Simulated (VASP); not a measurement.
# Al30Si (a cell with a defect) in VASP: further runs

The runs below take Al30Si (a cell with a defect) through single point, with PBE+D3(BJ).

Everything below comes from runs of VASP 6.6.1. Logs are shortened: lines on timing, memory, paths and dates and some standing lists are left out, and cuts for length are marked.

### Step 1. The cell of the first run

The cell holds a defect, 31 atoms: a = 8.100 Å, b = 8.100 Å, c = 8.100 Å, α = 90.00°, β = 90.00°, γ = 90.00°.

### Step 2. Single point, PBE+D3(BJ)

File INCAR:

```
PREC = Accurate ; ENCUT = 520
EDIFF = 1E-7 ; ISMEAR = 0
SIGMA = 0.15 ; LREAL = Auto
LASPH = T ; NELM = 100
ALGO = Normal ; ISIF = 2
LWAVE = F ; LCHARG = F
GGA = PE ; IVDW = 12
NBANDS = 68
```

File KPOINTS:

```
regular mesh
0
Gamma
  3 3 3
```

File POSCAR:

```
Al30Si
1.0
    8.1000000000      0.0000000000      0.0000000000
    0.0000000000      8.1000000000      0.0000000000
    0.0000000000      0.0000000000      8.1000000000
Al Si
30 1
Direct
    0.5043104938      0.0021051852      0.0048939506
    0.7497871605      0.2482064198      0.0021660494
   -0.0043764198      0.0020185185      0.0048782716
    0.2497956790      0.2513572840     -0.0000608642
    0.4986655556      0.5016437037     -0.0005503704
    0.7499097531      0.7548609877      0.0039858025
    0.2500417284      0.0010218519      0.2491972840
    0.5034335802      0.2459104938      0.2482938272
    0.7499229630      0.5008076543      0.2516287654
    0.4959585185      0.0001293827      0.5042644444
    0.7499262963      0.2465700000      0.4963024691
    0.7500122222     -0.0021393827      0.7481608642
    0.0009582716      0.5016253086     -0.0003596296
    0.2498869136      0.7504812346     -0.0017518519
   -0.0036353086      0.2457559259      0.2483782716
    0.2499227160      0.4964935802      0.2478641975
    0.5000701235      0.7486275309      0.2517922222
    0.0043438272      0.0001693827      0.5045166667
    0.2500096296      0.2544766667      0.4998124691
    0.5031137037      0.5028955556      0.4998876543
    0.2500511111      0.0025993827      0.7570033333
    0.4993676543      0.2516467901      0.7494766667
    0.7498356790      0.5031280247      0.7481366667
    0.0001744444      0.7484456790      0.2519059259
   -0.0031432099      0.5027692593      0.4999179012
    0.2500565432      0.7498971605      0.5000017284
    0.0004872840      0.2515776543      0.7495866667
    0.2498480247      0.5022550617      0.7480754321
    0.5019622222      0.7502814815      0.7477153086
   -0.0019767901      0.7502841975      0.7477166667
    0.7504037037     -0.0351611111      0.2940897531
```

Potentials or basis: VASP PAW PBE potentials, release 64 (Al, Si).

Command:

```
$ cat potpaw_PBE.64/Al/POTCAR potpaw_PBE.64/Si/POTCAR > POTCAR
$ mpirun -np 1 vasp_std > vasp.out
```

OUTCAR:

```text
PREC = Accurate
   ENCUT = 520
   EDIFF = 1E-7
   ISMEAR = 0
   LREAL = Auto
   LASPH = T
   NELM = 100
   ISIF = 2
   GGA = PE
   IVDW = 12
 IVDW          = 12

 ion  position               nearest neighbor table
   1  0.504  0.002  0.005-   8 2.79   2 2.82   6 2.82   7 2.86  17 2.87  21 2.88  12 2.88   4 2.89
                            22 2.89  14 2.90  29 2.92  31 3.09
   2  0.750  0.248  0.002-   1 2.82   3 2.82   8 2.82  15 2.82   9 2.88  22 2.88  27 2.88  12 2.89
                             5 2.89  13 2.89  23 2.92
   3  0.996  0.002  0.005-  15 2.79   2 2.82   6 2.82   7 2.86  24 2.87  21 2.88  12 2.88   4 2.88
                            27 2.89  14 2.90  30 2.91  31 3.09
   4  0.250  0.251  1.000-  21 2.82  16 2.82  13 2.86   5 2.86   7 2.86  27 2.86  22 2.86  15 2.87
                             8 2.88  28 2.88   3 2.88   1 2.89
   5  0.499  0.502  0.999-  16 2.85  14 2.85   4 2.86  17 2.86  22 2.86  28 2.86  29 2.87  23 2.88
                             9 2.88   6 2.89   2 2.89   8 2.89
   6  0.750  0.755  0.004-   1 2.82   3 2.82  17 2.85  24 2.85  12 2.86   9 2.87  13 2.89  29 2.89
                            30 2.89   5 2.89  31 2.90  23 2.91
   7  0.250  0.001  0.249-   8 2.85  15 2.86   1 2.86   3 2.86   4 2.86  10 2.87  18 2.87  14 2.87
                            26 2.87  17 2.88  24 2.88  19 2.89
   8  0.503  0.246  0.248-   1 2.79   2 2.82  11 2.83   7 2.85   9 2.87  10 2.88   4 2.88  16 2.89
                             5 2.89  19 2.89  20 2.91  31 3.05
   9  0.750  0.501  0.252-  20 2.84  25 2.84  17 2.85  24 2.85  11 2.86   8 2.87  15 2.87   6 2.87
[... 31 lines left out ...]
  25  0.997  0.503  0.500-  24 2.83   9 2.84  23 2.84  30 2.84  26 2.87  27 2.87  28 2.87  19 2.87
                            11 2.88  16 2.89  15 2.91
  26  0.250  0.750  0.500-  28 2.84  18 2.84  10 2.84  24 2.85  17 2.85  29 2.86  30 2.86  20 2.86
                            25 2.87   7 2.87  16 2.90  21 2.92
  27  0.000  0.252  0.750-  18 2.84  21 2.86  19 2.86   4 2.86  28 2.86  13 2.86  25 2.87  23 2.88
                             2 2.88  11 2.89  12 2.89   3 2.89
  28  0.250  0.502  0.748-  26 2.84  19 2.84  14 2.85  30 2.86  27 2.86  22 2.86  29 2.86   5 2.86
                            13 2.87  25 2.87  20 2.87   4 2.88
  29  0.502  0.750  0.748-  10 2.83  23 2.84  20 2.84  12 2.84  26 2.86  28 2.86   5 2.87  14 2.88
                             6 2.89  21 2.89   1 2.92
  30  0.998  0.750  0.748-  18 2.82  25 2.84  23 2.84  12 2.84  26 2.86  28 2.86  13 2.87  14 2.88
                             6 2.89  21 2.89   3 2.91
  31  0.750  0.965  0.294-  18 2.69  10 2.69  24 2.70  17 2.70  11 2.81   6 2.90  15 3.05   8 3.05
                             3 3.09   1 3.09

  LATTYP: Found a simple cubic cell.
 ALAT       =     8.1000000000

  Lattice vectors:

 A1 = (   8.1000000000,   0.0000000000,   0.0000000000)
 A2 = (   0.0000000000,   8.1000000000,   0.0000000000)
 A3 = (   0.0000000000,   0.0000000000,   8.1000000000)

Analysis of symmetry for initial positions (statically):
=====================================================================
 Subroutine PRICEL returns:
 Original cell was already a primitive cell.

 Routine SETGRP: Setting up the symmetry group for a
 simple cubic supercell.

 Subroutine GETGRP returns: Found  1 space group operations
 (whereof  1 operations were pure point group operations)
 out of a pool of 48 trial point group operations.

The static configuration has the point symmetry C_1 .

Analysis of symmetry for dynamics (positions and initial velocities):
=====================================================================
 Subroutine PRICEL returns:
 Original cell was already a primitive cell.

 Routine SETGRP: Setting up the symmetry group for a
 simple cubic supercell.

 Subroutine GETGRP returns: Found  1 space group operations
 (whereof  1 operations were pure point group operations)
 out of a pool of 48 trial point group operations.

The dynamic configuration has the point symmetry C_1 .

 Subroutine INISYM returns: Found  1 space group operations
 (whereof  1 operations are pure point group operations),
 and found     1 'primitive' translations

----------------------------------------------------------------------------------------

                                     Primitive cell

  volume of cell :     531.4410

  direct lattice vectors                    reciprocal lattice vectors
     8.100000000  0.000000000  0.000000000     0.123456790  0.000000000  0.000000000
     0.000000000  8.100000000  0.000000000     0.000000000  0.123456790  0.000000000
[... 85 lines left out ...]
     0.000000000  0.000000000  0.041152263     0.000000000  0.000000000  0.333333333

  Length of vectors
     0.041152263  0.041152263  0.041152263

  Shift w.r.t. Gamma in fractional coordinates (k-lattice)
     0.000000000  0.000000000  0.000000000

 Subroutine IBZKPT returns following result:
 ===========================================

 Found     14 irreducible k-points:

 Following reciprocal coordinates:
            Coordinates               Weight
  0.000000  0.000000  0.000000      1.000000
  0.333333  0.000000  0.000000      2.000000
  0.000000  0.333333  0.000000      2.000000
  0.000000  0.000000  0.333333      2.000000
  0.333333  0.333333  0.000000      2.000000
  0.000000  0.333333  0.333333      2.000000
  0.333333  0.000000  0.333333      2.000000
 -0.333333  0.333333  0.000000      2.000000
 -0.333333  0.000000  0.333333      2.000000
  0.000000 -0.333333  0.333333      2.000000
  0.333333  0.333333  0.333333      2.000000
 -0.333333  0.333333  0.333333      2.000000
 -0.333333 -0.333333  0.333333      2.000000
  0.333333 -0.333333  0.333333      2.000000
   k-points           NKPTS =     14   k-points in BZ     NKDIM =     14   number of bands    NBANDS=     68
   number of dos      NEDOS =    301   number of ions     NIONS =     31
   total plane-waves  NPLWV = 216000
   dimension x,y,z NGX =    60 NGY =   60 NGZ =   60
   dimension x,y,z NGXF=   120 NGYF=  120 NGZF=  120
   ions per type =              30   1
   NGX,Y,Z   is equivalent  to a cutoff of  12.31, 12.31, 12.31 a.u.
   NGXF,Y,Z  is equivalent  to a cutoff of  24.63, 24.63, 24.63 a.u.
 SYSTEM =  unknown system
   PREC   = accura    normal or accurate (medium, high low for compatibility)
   ISTART =      0    job   : 0-new  1-cont  2-samecut
   ICHARG =      2    charge: 1-file 2-atom 10-const
   ISPIN  =      1    spin polarized calculation?
   LNONCOLLINEAR =      F non collinear calculations
   LSORBIT =      F    spin-orbit coupling
   LASPH  =      T    aspherical Exc in radial PAW
   ENCUT  =  520.0 eV  38.22 Ry    6.18 a.u.  15.06 15.06 15.06*2*pi/ulx,y,z
   NELM   =    100;   NELMIN=  2; NELMDL= -5     # of ELM steps
   EDIFF  = 0.1E-06   stopping-criterion for ELM
   LREAL  =      T    real-space projection
   EDIFFG = 0.1E-05   stopping-criterion for IOM
   NSW    =      0    number of steps for IOM
   IBRION =     -1    ionic relax: 0-MD 1-quasi-New 2-CG
   NFREE  =      0    steps in history (QN), initial steepest desc. (CG)
   ISIF   =      2    stress and relaxation
   ISYM   =      2    0-nonsym 1-usesym 2-fastsym
   POTIM  = 0.5000    time-step for ionic-motion
   TEBEG  =    0.0;   TEEND  =   0.0 temperature during run
   PSTRESS=    0.0 pullay stress
   NELECT =      94.0000    total number of electrons
   NUPDOWN=      -1.0000    fix difference up-down
   EMIN   =  10.00;   EMAX   =-10.00  energy-range for DOS
   EFERMI =   0.00;   METHOD = LEGACY
   ISMEAR =     0;   SIGMA  =   0.15  broadening in eV -4-tet -1-fermi 0-gaus
   EFERMI_NEDOS =   21; number of points for ismear=-14 and -15
   IALGO  =     38    algorithm
   IMIX   =      4    mixing-type and parameters
     AMIX     =   0.40;   BMIX     =  1.00
     AMIX_MAG =   1.60;   BMIX_MAG =  1.00
  volume/ion in A,a.u.               =      17.14       115.69
  Fermi-wavevector in a.u.,A,eV,Ry     =   0.918965  1.736593 11.490081  0.844497
  Thomas-Fermi vector in A             =   2.044106
   LORBIT       =      0    0 simple, 1 ext, 2 COOP (PROOUT), +10 PAW based schemes
   GGA     = PE    functional components
   LHFCALC =     F    Hartree Fock is set to
   AEXX    =    0.0000 exact exchange contribution
   IVDW    =    12    specifies the selected vdW correction
   LEPSILON=     F    determine dielectric tensor
   LRPA    =     F    only Hartree local field effects (RPA)
 non-spin polarized calculation
 Gauss-broadening in eV      SIGMA  =   0.15
  energy-cutoff  :      520.00
  volume of cell :      531.44
 maximum number of plane-waves:     14358
   NGX = 31   NGY = 31   NGZ = 31

 number of electron      94.0000000 magnetization

 Free energy of the ion-electron system (eV)
  ---------------------------------------------------
  ext. energy  EPLUGINS =         0.00000000
  ---------------------------------------------------
  free energy    TOTEN  =      -117.21379764 eV

  energy without entropy =     -117.09946460  energy(sigma->0) =     -117.15663112

 E-fermi :   7.4927     XC(G=0): -10.0451

 val. band max:        7.4711445225   @ k =   0.3333   0.0000   0.0000
 cond. band min:       7.5279229801   @ k =   0.0000   0.3333   0.0000
 fundamental gap:      0.0567784576
 Fermi energy:         7.4926736450

 k-point     1 :       0.0000    0.0000    0.0000
  band No.  band energies     occupation
      1      -3.4436      2.00000
      2      -1.6866      2.00000
      3      -1.2350      2.00000
      4      -1.1740      2.00000
      5      -1.1724      2.00000
      6      -1.1364      2.00000
[... 857 lines left out ...]
     58       9.4676      0.00000
     59       9.5337      0.00000
 [bands above 59 left out]

------------------------ aborting loop because EDIFF is reached ----------------------------------------

 Edisp (eV)  -10.05936

 E8    (eV) :    -4.4847

  FORCE on cell =-STRESS in cart. coord.  units (eV):
  Direction    XX          YY          ZZ          XY          YZ          ZX
  --------------------------------------------------------------------------------------
  -------------------------------------------------------------------------------------
  Total     -15.80708   -15.03349   -15.06182    -0.01046     0.73421     0.00741
  in kB     -47.65486   -45.32264   -45.40806    -0.03154     2.21347     0.02234
  external pressure =      -46.13 kB  Pullay stress =        0.00 kB

 VOLUME and BASIS-vectors are now :
 -----------------------------------------------------------------------------
  energy-cutoff  :      520.00
  volume of cell :      531.44
      direct lattice vectors                 reciprocal lattice vectors
     8.100000000  0.000000000  0.000000000     0.123456790  0.000000000  0.000000000
     0.000000000  8.100000000  0.000000000     0.000000000  0.123456790  0.000000000
     0.000000000  0.000000000  8.100000000     0.000000000  0.000000000  0.123456790

 POSITION                                       TOTAL-FORCE (eV/Angst)
 -----------------------------------------------------------------------------------
      4.08491      0.01705      0.03964        -0.002103     -0.015204      0.008770
      6.07328      2.01047      0.01755         0.003862     -0.009427      0.012695
      8.06455      0.01635      0.03951        -0.000224     -0.014647      0.011633
      2.02334      2.03599      8.09951         0.001290     -0.007590      0.011206
      4.03919      4.06331      8.09554        -0.003095     -0.006131      0.014541
      6.07427      6.11437      0.03229         0.001119     -0.035293      0.002243
[... 23 lines left out ...]
      8.08399      6.07730      6.05651        -0.006961     -0.002473      0.020079
      6.07827      7.81520      2.38213        -0.003349      0.341055     -0.414536
 -----------------------------------------------------------------------------------
    total drift:                               -0.001162      0.029918     -0.025609

  FREE ENERGIE OF THE ION-ELECTRON SYSTEM (eV)
  ---------------------------------------------------
  free  energy   TOTEN  =      -127.2731538331 eV

  energy  without entropy=     -127.1588207962  energy(sigma->0) =     -127.21598731
```

Wall time 6.6 min (1 thread of Intel Xeon 6975P-C (Granite Rapids), shared host); peak memory 0.64 GiB.

What came out:

- Free energy: -127.2732 eV
- Pressure: -4.6 GPa
- Largest force: 0.537 eV/Å
- Band gap on the k mesh: zero (bands 47 and 48 overlap by 0.38 eV)
- Dispersion energy per atom: -0.324 eV

Forces in eV/Å, atoms in the order of the input:
```
Al  -0.002 -0.015  0.009
Al   0.004 -0.009  0.013
Al   0.000 -0.015  0.012
Al   0.001 -0.008  0.011
Al  -0.003 -0.006  0.015
Al   0.001 -0.035  0.002
Al   0.000  0.002  0.009
Al   0.006 -0.005  0.019
Al   0.001 -0.022  0.006
Al   0.063 -0.047 -0.014
Al   0.001  0.014  0.037
Al  -0.001  0.002  0.043
Al   0.005 -0.006  0.010
Al   0.001  0.004  0.023
Al  -0.005 -0.004  0.017
Al   0.002 -0.007  0.023
Al   0.032 -0.001  0.043
Al  -0.065 -0.046 -0.018
Al  -0.001 -0.045  0.008
Al  -0.003 -0.017  0.008
Al   0.002 -0.011 -0.013
Al  -0.011 -0.013  0.009
Al   0.003 -0.010  0.016
Al  -0.036  0.002  0.042
Al   0.001 -0.016  0.009
Al   0.000 -0.010  0.020
Al   0.010 -0.010  0.008
Al   0.001 -0.005  0.010
Al   0.004  0.001  0.019
Al  -0.007 -0.002  0.020
Si  -0.003  0.341 -0.415
```

Stress tensor (GPa, compression positive):
```
-4.77  0.00  0.00
 0.00 -4.53  0.22
 0.00  0.22 -4.54
```

### Step 3. Single point, PBE+D3(BJ)

File INCAR:

```
PREC = Accurate
ENCUT = 520
EDIFF = 1E-6
ISMEAR = 0
SIGMA = 0.15
LREAL = Auto
LASPH = T
NELM = 80
ALGO = Normal
ISIF = 2
LWAVE = F
LCHARG = F
GGA = PE
IVDW = 12
NBANDS = 68
```

File KPOINTS:

```
Automatic mesh
0
Gamma
  3 3 3
```

File POSCAR:

```
Al30Si
1.0
    8.1000000000      0.0000000000      0.0000000000
    0.0000000000      8.1000000000      0.0000000000
    0.0000000000      0.0000000000      8.1000000000
Al Si
30 1
Direct
    0.5046914815      0.0020654321      0.0045146914
    0.7498734568      0.2483137037      0.0015837037
   -0.0047400000      0.0020117284      0.0044779012
    0.2498567901      0.2516044444     -0.0005432099
    0.4988313580      0.5015160494     -0.0006562963
    0.7499461728      0.7563330864      0.0054683951
    0.2500244444      0.0004582716      0.2489196296
    0.5029190123      0.2456243210      0.2476379012
    0.7499345679      0.5023097531      0.2532329630
    0.4886565432      0.0028937037      0.5064975309
    0.7499545679      0.2427161728      0.4930545679
    0.7500035802     -0.0049681481      0.7439746914
    0.0007797531      0.5015656790     -0.0005808642
    0.2499169136      0.7493792593     -0.0033845679
   -0.0030801235      0.2454551852      0.2476667901
    0.2499408642      0.4956340741      0.2477585185
    0.4961490123      0.7468698765      0.2493988889
    0.0116558025      0.0030140741      0.5067155556
    0.2499943210      0.2572990123      0.5005225926
    0.5036607407      0.5029645679      0.5008827160
    0.2499980247      0.0023061728      0.7587750617
    0.5001712346      0.2514508642      0.7493416049
    0.7499070370      0.5032796296      0.7472965432
    0.0041972840      0.7466869136      0.2493601235
   -0.0036958025      0.5028228395      0.5009030864
    0.2500374074      0.7487308642      0.5003454321
   -0.0002514815      0.2514362963      0.7493540741
    0.2498781481      0.5013588889      0.7490323457
    0.5016603704      0.7487007407      0.7472130864
   -0.0017080247      0.7486986420      0.7471380247
    0.7501360494     -0.0739397531      0.3396397531
```

Potentials or basis: VASP PAW PBE potentials, release 64 (Al, Si).

Command:

```
$ cat potpaw_PBE.64/Al/POTCAR potpaw_PBE.64/Si/POTCAR > POTCAR
$ mpirun -np 1 vasp_std > vasp.out
```

Run time: 4.9 min. Hardware: 1 thread of Intel Xeon 6975P-C (Granite Rapids), shared host; peak memory 0.64 GiB.

Results (log left out):

- Free energy: -126.9671 eV
- Pressure: -4.4 GPa
- Largest force: 0.562 eV/Å
- Band gap on the k mesh: zero (bands 47 and 48 overlap by 0.44 eV)
- Dispersion energy per atom: -0.325 eV

Forces on the atoms (eV/Å):
```
Al   0.002 -0.010  0.016
Al   0.002 -0.004  0.004
Al  -0.004 -0.010  0.017
Al   0.000  0.003 -0.002
Al  -0.002  0.005  0.006
Al   0.002 -0.012  0.026
Al   0.001 -0.002  0.002
Al   0.009 -0.013  0.011
Al   0.001 -0.025 -0.004
Al   0.021 -0.050  0.014
Al   0.001 -0.005  0.013
Al   0.000  0.001  0.036
Al   0.007  0.002  0.003
Al   0.002  0.007  0.019
Al  -0.010 -0.012  0.011
Al   0.001 -0.011  0.019
Al   0.000 -0.019  0.039
Al  -0.032 -0.055  0.006
Al   0.002 -0.030  0.008
Al  -0.008 -0.024  0.013
Al   0.003 -0.008  0.012
Al  -0.003 -0.004 -0.003
Al   0.002 -0.006  0.016
Al  -0.014 -0.011  0.042
Al   0.006 -0.021  0.012
Al   0.002 -0.032  0.024
Al   0.000 -0.003 -0.001
Al   0.000 -0.006  0.001
Al   0.000 -0.010  0.028
Al  -0.001 -0.011  0.028
Si   0.008  0.375 -0.418
```

Stress tensor (GPa, compression positive):
```
-4.38  0.00  0.00
 0.00 -4.39  0.27
 0.00  0.27 -4.30
```

Levels at points of the mesh, in eV from the Fermi level:
```tsv
k point	band 45	band 46	band 47	band 48	band 49	band 50
(0.00, 0.00, 0.00)	-0.30	0.04	0.37	0.48	0.57	0.59
```

The gap in the log of VASP goes by the Fermi energy; the results here count the filled bands.